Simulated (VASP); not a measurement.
# Be16Se3S13 (P1) in VASP: notebook, part 2 of 2

VASP 6.6.1.

## Step 3: Relaxation of volume and atoms at fixed shape, PBEsol

Input file INCAR:

```
SYSTEM = Be16Se3S13
PREC = Accurate ; ENCUT = 500
EDIFF = 1E-7 ; ISMEAR = -1
SIGMA = 0.05 ; LREAL = Auto
LASPH = .TRUE. ; NELM = 120
ALGO = Normal ; ISIF = 8
LWAVE = .FALSE. ; LCHARG = .FALSE.
GGA = PS ; IBRION = 2
NSW = 100 ; EDIFFG = -0.03
ISYM = -1 ; GGA_COMPAT = .FALSE.
NELMIN = 4
```

Input file KPOINTS:

```
explicit points
1
Reciprocal
  0.25000000   0.25000000   0.25000000 1
```

Input file POSCAR:

```
Be16Se3S13
1.0
    9.7865070000      0.0000000000      0.0000000000
    0.0000000000      9.7865070000      0.0000000000
    0.0000000000      0.0000000000      9.7865070000
Be S Se
32 26 6
Direct
    0.0025730000      0.9990080000      0.0014080000
    0.0012030000      0.9986940000      0.4979660000
    0.9988420000      0.5021560000      0.0025230000
    0.9992660000      0.4998570000      0.5017840000
    0.4975350000      0.0007150000      0.0026540000
    0.5020210000      0.9993330000      0.4979790000
    0.5002720000      0.5045130000      0.0005570000
    0.4982160000      0.5006120000      0.4997200000
    0.2502220000      0.2514250000      0.9988290000
    0.2504500000      0.2493780000      0.4964080000
    0.2516700000      0.7518710000      0.0020350000
    0.2494540000      0.7499780000      0.4972640000
    0.7517330000      0.2478460000      0.0059840000
    0.7491660000      0.2515530000      0.4970680000
    0.7478880000      0.7460890000      0.9974150000
    0.7504190000      0.7485860000      0.4955940000
    0.2505220000      0.0058530000      0.2510100000
    0.2513560000      0.9994330000      0.7498350000
    0.2519590000      0.5002570000      0.2505370000
    0.2491340000      0.5038920000      0.7517780000
    0.7540740000      0.9984990000      0.2493200000
    0.7508760000      0.9989860000      0.7505990000
    0.7476230000      0.4974140000      0.2495820000
    0.7556400000      0.5002800000      0.7497150000
    0.9990660000      0.2521660000      0.2478240000
    0.0000310000      0.2484100000      0.7470530000
    0.9999110000      0.7487010000      0.2466280000
    0.9992650000      0.7521110000      0.7468260000
    0.4999260000      0.2505630000      0.2497350000
    0.5006320000      0.2513410000      0.7520370000
    0.4996820000      0.7510270000      0.2480170000
    0.4992960000      0.7481740000      0.7487690000
    0.1264410000      0.1207160000      0.1253890000
    0.1224000000      0.1250940000      0.6250240000
    0.6246600000      0.1263270000      0.1251180000
    0.6283650000      0.1260840000      0.6245620000
    0.6255570000      0.6257150000      0.1237970000
    0.6271760000      0.6209780000      0.6256660000
    0.3703800000      0.3739310000      0.1251850000
    0.3745280000      0.3742020000      0.6263590000
    0.3730900000      0.8741850000      0.1269520000
    0.3758410000      0.8742350000      0.6230230000
    0.8761560000      0.3751060000      0.1267970000
    0.8734480000      0.8770850000      0.1252790000
    0.3750400000      0.1255370000      0.3747830000
    0.3740820000      0.1248160000      0.8750270000
    0.3741100000      0.6224730000      0.3742640000
    0.3749530000      0.6245180000      0.8759200000
    0.8734880000      0.1201670000      0.8768620000
    0.8742480000      0.6270560000      0.3730110000
    0.8739720000      0.6249860000      0.8758260000
    0.1260640000      0.3771090000      0.3708830000
    0.1234830000      0.8760020000      0.3768880000
    0.1234370000      0.8715930000      0.8741640000
    0.6240520000      0.3769310000      0.3731320000
    0.6235550000      0.3776160000      0.8762790000
    0.6264820000      0.8712490000      0.3733210000
    0.6241510000      0.8746660000      0.8776130000
    0.1260460000      0.6242870000      0.1245340000
    0.1231620000      0.6257260000      0.6253180000
    0.8750320000      0.3761450000      0.6232380000
    0.8750290000      0.8757030000      0.6217410000
    0.8760900000      0.1226700000      0.3760100000
    0.1230630000      0.3761560000      0.8743030000
```

Potentials or basis: VASP PAW PBE potentials, release 64 (Be, S, Se).

The run is started by

```sh
$ cat potpaw_PBE.64/Be/POTCAR potpaw_PBE.64/S/POTCAR potpaw_PBE.64/Se/POTCAR > POTCAR
$ mpirun -np 1 vasp_std > vasp.out
```

OUTCAR:

```text
SYSTEM = Be16Se3S13
   PREC = Accurate
   ENCUT = 500
   EDIFF = 1E-7
   ISMEAR = -1
   LREAL = Auto
   LASPH = .TRUE.
   NELM = 120
   ISIF = 8
   GGA = PS
   IBRION = 2
   NSW = 100
   EDIFFG = -0.03
   ISYM = -1
   NELMIN = 4

 ion  position               nearest neighbor table
   1  0.003  0.999  0.001-  33 2.09  49 2.12  44 2.12  54 2.12
   2  0.001  0.999  0.498-  53 2.07  63 2.10  62 2.11  34 2.12
   3  0.999  0.502  0.003-  59 2.10  43 2.11  51 2.12  64 2.14
   4  0.999  0.500  0.502-  61 2.09  60 2.11  52 2.15  50 2.15
   5  0.498  0.001  0.003-  46 2.12  35 2.12  41 2.12  58 2.13
   6  0.502  0.999  0.498-  42 2.13  45 2.13  57 2.13  36 2.15
[... 56 lines left out ...]
  63  0.876  0.123  0.376-   2 2.10  21 2.11  14 2.13  25 2.15
  64  0.123  0.376  0.874-  20 2.13   9 2.13  26 2.14   3 2.14

IMPORTANT INFORMATION: All symmetrisations will be switched off!
NOSYMM: (Re-)initialisation of all symmetry stuff for point group C_1.

----------------------------------------------------------------------------------------

                                     Primitive cell

  volume of cell :     937.3097

  direct lattice vectors                    reciprocal lattice vectors
     9.786507000  0.000000000  0.000000000     0.102181504  0.000000000  0.000000000
     0.000000000  9.786507000  0.000000000     0.000000000  0.102181504  0.000000000
     0.000000000  0.000000000  9.786507000     0.000000000  0.000000000  0.102181504

  length of vectors
     9.786507000  9.786507000  9.786507000     0.102181504  0.102181504  0.102181504

  position of ions in fractional coordinates (direct lattice)
     0.002573000  0.999008000  0.001408000
     0.001203000  0.998694000  0.497966000
     0.998842000  0.502156000  0.002523000
     0.999266000  0.499857000  0.501784000
     0.497535000  0.000715000  0.002654000
     0.502021000  0.999333000  0.497979000
[... 56 lines left out ...]
     0.876090000  0.122670000  0.376010000
     0.123063000  0.376156000  0.874303000

  ion indices of the primitive-cell ions
   primitive index   ion index
                 1           1
                 2           2
                 3           3
                 4           4
                 5           5
                 6           6
[... 56 lines left out ...]
                63          63
                64          64

----------------------------------------------------------------------------------------

 KPOINTS: explicit points

Read explicit list of k-points.

 Found      1 k-points:

 Following reciprocal coordinates:
            Coordinates               Weight
  0.250000  0.250000  0.250000      1.000000
   k-points           NKPTS =      1   k-points in BZ     NKDIM =      1   number of bands    NBANDS=    161
   number of dos      NEDOS =    301   number of ions     NIONS =     64
   total plane-waves  NPLWV = 373248
   dimension x,y,z NGX =    72 NGY =   72 NGZ =   72
   dimension x,y,z NGXF=   144 NGYF=  144 NGZF=  144
   ions per type =              32  26   6
   NGX,Y,Z   is equivalent  to a cutoff of  12.23, 12.23, 12.23 a.u.
   NGXF,Y,Z  is equivalent  to a cutoff of  24.46, 24.46, 24.46 a.u.
 SYSTEM =  Be16Se3S13
   PREC   = accura    normal or accurate (medium, high low for compatibility)
   ISTART =      0    job   : 0-new  1-cont  2-samecut
   ICHARG =      2    charge: 1-file 2-atom 10-const
   ISPIN  =      1    spin polarized calculation?
   LNONCOLLINEAR =      F non collinear calculations
   LSORBIT =      F    spin-orbit coupling
   LASPH  =      T    aspherical Exc in radial PAW
   ENCUT  =  500.0 eV  36.75 Ry    6.06 a.u.  17.84 17.84 17.84*2*pi/ulx,y,z
   NELM   =    120;   NELMIN=  4; NELMDL= -5     # of ELM steps
   EDIFF  = 0.1E-06   stopping-criterion for ELM
   LREAL  =      T    real-space projection
   EDIFFG = -.3E-01   stopping-criterion for IOM
   NSW    =    100    number of steps for IOM
   IBRION =      2    ionic relax: 0-MD 1-quasi-New 2-CG
   NFREE  =      1    steps in history (QN), initial steepest desc. (CG)
   ISIF   =      8    stress and relaxation
   ISYM   =     -1    0-nonsym 1-usesym 2-fastsym
   POTIM  = 0.5000    time-step for ionic-motion
   TEBEG  =    0.0;   TEEND  =   0.0 temperature during run
   PSTRESS=    0.0 pullay stress
   NELECT =     256.0000    total number of electrons
   NUPDOWN=      -1.0000    fix difference up-down
   EMIN   =  10.00;   EMAX   =-10.00  energy-range for DOS
   EFERMI =   0.00;   METHOD = LEGACY
   ISMEAR =    -1;   SIGMA  =   0.05  broadening in eV -4-tet -1-fermi 0-gaus
   EFERMI_NEDOS =   21; number of points for ismear=-14 and -15
   IALGO  =     38    algorithm
   IMIX   =      4    mixing-type and parameters
     AMIX     =   0.40;   BMIX     =  1.00
     AMIX_MAG =   1.60;   BMIX_MAG =  1.00
  volume/ion in A,a.u.               =      14.65        98.83
  Fermi-wavevector in a.u.,A,eV,Ry     =   1.062169  2.007209 15.350144  1.128204
  Thomas-Fermi vector in A             =   2.197611
   LORBIT       =      0    0 simple, 1 ext, 2 COOP (PROOUT), +10 PAW based schemes
   GGA     = PS    functional components
   LHFCALC =     F    Hartree Fock is set to
   AEXX    =    0.0000 exact exchange contribution
   IVDW    =     0    specifies the selected vdW correction
   LEPSILON=     F    determine dielectric tensor
   LRPA    =     F    only Hartree local field effects (RPA)
 conjugate gradient relaxation of ions
 non-spin polarized calculation
  energy-cutoff  :      500.00
  volume of cell :      937.31
 maximum number of plane-waves:     23790
 NGX is ok and might be reduce to    72
   NGX = 35   NGY = 35   NGZ = 35

--------------------------------------- Ionic step        1  -------------------------------------------

 number of electron     255.9999973 magnetization

 Free energy of the ion-electron system (eV)
  ---------------------------------------------------
  ext. energy  EPLUGINS =         0.00000000
  ---------------------------------------------------
  free energy    TOTEN  =      -329.72713601 eV

  energy without entropy =     -329.72713601  energy(sigma->0) =     -329.72713601

------------------------ aborting loop because EDIFF is reached ----------------------------------------

  FORCE on cell =-STRESS in cart. coord.  units (eV):
  Direction    XX          YY          ZZ          XY          YZ          ZX
  --------------------------------------------------------------------------------------
  -------------------------------------------------------------------------------------
  Total        2.9598543      3.0843533      2.9627998     -3.8018940     -2.3218348     -2.4206176
  in kB        5.0593857      5.2721962      5.0644205     -6.4987145     -3.9687959     -4.1376489
  external PRESSURE =       5.1320008 kB  Pullay stress =       0.0000000 kB
[... 275 lines left out ...]
  FREE ENERGIE OF THE ION-ELECTRON SYSTEM (eV)
  ---------------------------------------------------
  free  energy   TOTEN  =      -330.7130210998 eV

  energy  without entropy=     -330.7130210998  energy(sigma->0) =     -330.71302110

[... ionic steps 4 to 7 ...]

--------------------------------------- Ionic step        8  -------------------------------------------

 number of electron     255.9999989 magnetization

------------------------ aborting loop because EDIFF is reached ----------------------------------------

  FORCE on cell =-STRESS in cart. coord.  units (eV):
  Direction    XX          YY          ZZ          XY          YZ          ZX
  --------------------------------------------------------------------------------------
  -------------------------------------------------------------------------------------
  Total       -0.1586928     -0.2302340     -0.2481770     -3.6915117     -3.6631295     -3.6657710
  in kB       -0.2708344     -0.3929308     -0.4235533     -6.3001485     -6.2517098     -6.2562179
  external PRESSURE =      -0.3624395 kB  Pullay stress =       0.0000000 kB
[... 181 lines left out ...]
  energy  without entropy=     -330.9064813329  energy(sigma->0) =     -330.90648133

--------------------------------------- Ionic step       10  -------------------------------------------

 number of electron     255.9999991 magnetization

 Free energy of the ion-electron system (eV)
  ---------------------------------------------------
  ext. energy  EPLUGINS =         0.00000000
  ---------------------------------------------------
  free energy    TOTEN  =      -330.90850643 eV

  energy without entropy =     -330.90850643  energy(sigma->0) =     -330.90850643

 E-fermi :   5.1522     XC(G=0):  -9.8689

 val. band max:        3.9105258272   @ k =   0.2500   0.2500   0.2500
 cond. band min:       7.4508615942   @ k =   0.2500   0.2500   0.2500
 fundamental gap:      3.5403357671
 Fermi energy:         5.1522015957

 k-point     1 :       0.2500    0.2500    0.2500
  band No.  band energies     occupation
      1      -9.5769      2.00000
      2      -9.1546      2.00000
      3      -9.1427      2.00000
      4      -9.1079      2.00000
      5      -8.7787      2.00000
      6      -8.7628      2.00000
[... 132 lines left out ...]
    139       9.0544      0.00000
    140       9.0692      0.00000
 [bands above 140 left out]

------------------------ aborting loop because EDIFF is reached ----------------------------------------

  FORCE on cell =-STRESS in cart. coord.  units (eV):
  Direction    XX          YY          ZZ          XY          YZ          ZX
  --------------------------------------------------------------------------------------
  -------------------------------------------------------------------------------------
  Total        0.1491328      0.1077539      0.0773888     -3.6836946     -3.7042703     -3.7136154
  in kB        0.2546616      0.1840023      0.1321503     -6.2903350     -6.3254703     -6.3414282
  external PRESSURE =       0.1902714 kB  Pullay stress =       0.0000000 kB
[... 79 lines left out ...]
  FREE ENERGIE OF THE ION-ELECTRON SYSTEM (eV)
  ---------------------------------------------------
  free  energy   TOTEN  =      -330.9085064280 eV

  energy  without entropy=     -330.9085064279  energy(sigma->0) =     -330.90850643

 reached required accuracy - stopping structural energy minimisation
```

Wall time 25 min (1 thread of AMD EPYC 9R45 (Zen 5), shared host); peak memory 0.88 GiB.

Results:

| Property | Result |
| --- | --- |
| Free energy | -330.9085 eV |
| Relaxed volume | 14.66 Å³/atom |
| Relaxed cell | a = 9.790 Å, b = 9.790 Å, c = 9.790 Å, α = 90.00°, β = 90.00°, γ = 90.00° |
| Space group after relaxing (to 0.1 Å) | P1 (No. 1) |
| Energy gained by relaxing | 18.5 meV/atom |
| Ionic steps | 10 |
| Pressure after relaxing | 0.0 GPa |
| Largest force after relaxing | 0.027 eV/Å |
| Band gap on the k mesh | 3.54 eV |

Forces on the atoms (eV/Å):
```
Be  -0.006  0.004 -0.008
Be  -0.003  0.003 -0.001
Be   0.004  0.000 -0.013
Be  -0.005 -0.001  0.007
Be   0.008 -0.007  0.004
Be   0.002 -0.003 -0.003
Be  -0.016 -0.001 -0.002
Be   0.009  0.005 -0.016
Be   0.010  0.013  0.012
Be  -0.008 -0.004 -0.014
Be   0.009 -0.007 -0.003
Be  -0.003 -0.002  0.009
Be  -0.007  0.004 -0.008
Be  -0.003 -0.009  0.014
Be   0.016 -0.002  0.004
Be   0.001  0.022 -0.001
Be   0.002 -0.019 -0.019
Be  -0.021 -0.003  0.006
Be  -0.001 -0.006 -0.007
Be   0.006 -0.002  0.002
Be  -0.014  0.005  0.010
Be   0.002  0.014 -0.012
Be   0.013  0.001  0.006
Be  -0.002  0.009 -0.010
Be  -0.003  0.006  0.004
Be   0.009  0.010  0.004
Be   0.004 -0.005  0.015
Be   0.007 -0.009  0.014
Be   0.009 -0.005 -0.004
Be   0.005 -0.009 -0.016
Be   0.001  0.013 -0.001
Be  -0.007 -0.004  0.013
S    0.000  0.000  0.013
S   -0.002  0.009  0.000
S    0.003  0.003 -0.010
S   -0.005 -0.008 -0.008
S   -0.002 -0.005 -0.001
S   -0.005  0.009 -0.003
S    0.007  0.001  0.007
S    0.003  0.002 -0.010
S    0.000 -0.015 -0.019
S   -0.010  0.007  0.007
S    0.003 -0.004 -0.001
S   -0.005  0.012  0.015
S   -0.010  0.001 -0.008
S   -0.003  0.000  0.005
S   -0.003 -0.001 -0.004
S    0.001 -0.011 -0.001
S    0.001  0.005 -0.009
S   -0.002  0.008  0.011
S   -0.003 -0.005  0.000
S   -0.002 -0.003 -0.001
S   -0.003 -0.003  0.002
S   -0.005 -0.001  0.011
S    0.007 -0.008  0.000
S   -0.013  0.005 -0.007
S    0.001  0.000  0.007
S    0.012  0.003 -0.003
Se  -0.012 -0.003 -0.001
Se  -0.009 -0.011  0.008
Se   0.002  0.015  0.003
Se   0.019 -0.001  0.006
Se  -0.001 -0.011  0.005
Se   0.020  0.002 -0.001
```

Stress tensor (GPa, compression positive):
```
 0.03 -0.63 -0.63
-0.63  0.02 -0.63
-0.63 -0.63  0.01
```

Step by step:
```csv
step,energy change (eV),largest force (eV/Å),pressure (GPa),volume (Å³)
1,0.0000,1.4986,0.51,937.31
2,-0.8477,0.5341,-0.41,943.69
3,-0.9859,0.4608,-0.84,947.58
4,-1.1220,0.2319,0.18,936.74
5,-1.1310,0.1912,0.55,933.07
6,-1.1677,0.1064,0.03,938.12
7,-1.1696,0.0969,-0.11,939.56
8,-1.1783,0.0500,-0.04,938.78
9,-1.1793,0.0518,0.00,938.40
10,-1.1814,0.0272,0.02,938.25
```

Final structure:
```
Be S Se
1.0
     9.78979    0.00000    0.00000
     0.00000    9.78979    0.00000
     0.00000    0.00000    9.78979
Be S Se
32 26 6
Direct
  0.00018 0.99955 0.00093
  0.00984 0.99977 0.49955
  0.98935 0.50004 0.00023
  0.99998 0.49964 0.48890
  0.49950 0.00003 0.99987
  0.49983 0.99996 0.49939
  0.50046 0.49984 0.00095
  0.49949 0.49970 0.50005
  0.25595 0.24390 0.00464
  0.25156 0.24966 0.50038
  0.25570 0.75550 0.99567
  0.25670 0.75563 0.49373
  0.74883 0.24947 0.00074
  0.73800 0.24934 0.49839
  0.74722 0.75068 0.00034
  0.74363 0.74416 0.49494
  0.25108 0.00090 0.24942
  0.25247 0.99959 0.74927
  0.25662 0.49566 0.25366
  0.26055 0.49960 0.74970
  0.74428 0.99452 0.24346
  0.74313 0.00430 0.75517
  0.74743 0.49942 0.24854
  0.74381 0.50462 0.75483
  0.00508 0.25456 0.24309
  0.99935 0.23820 0.74899
  0.99488 0.75599 0.25344
  0.99971 0.75006 0.75986
  0.49997 0.24907 0.24964
  0.49925 0.25010 0.75103
  0.49932 0.74914 0.24815
  0.50062 0.75114 0.74859
  0.12708 0.12372 0.12474
  0.12986 0.12336 0.62491
  0.62334 0.12478 0.12392
  0.62069 0.12531 0.62657
  0.62437 0.62531 0.12483
  0.62223 0.62483 0.62506
  0.37808 0.37350 0.12593
  0.37812 0.37381 0.62438
  0.37666 0.87699 0.12528
  0.37745 0.87642 0.62426
  0.87187 0.37511 0.12507
  0.87333 0.87495 0.12308
  0.37586 0.12522 0.37509
  0.37692 0.12369 0.87516
  0.37835 0.62521 0.37462
  0.37957 0.62688 0.87517
  0.87327 0.12324 0.87815
  0.87207 0.62512 0.37145
  0.87051 0.62692 0.87780
  0.12870 0.37363 0.37318
  0.12831 0.87687 0.37303
  0.12721 0.87799 0.87606
  0.62150 0.37644 0.37335
  0.62370 0.37497 0.87704
  0.62226 0.87361 0.37305
  0.62272 0.87546 0.87651
  0.12584 0.62657 0.12595
  0.12798 0.62682 0.62319
  0.87229 0.37464 0.62456
  0.87279 0.87521 0.62591
  0.87480 0.12508 0.37171
  0.12597 0.37238 0.87617
```

Caveat: the PAW data sets were made with another functional, which shifts forces and pressure a little; a shifted mesh leaves out Γ, where band edges can lie. A k mesh can miss the band edges.
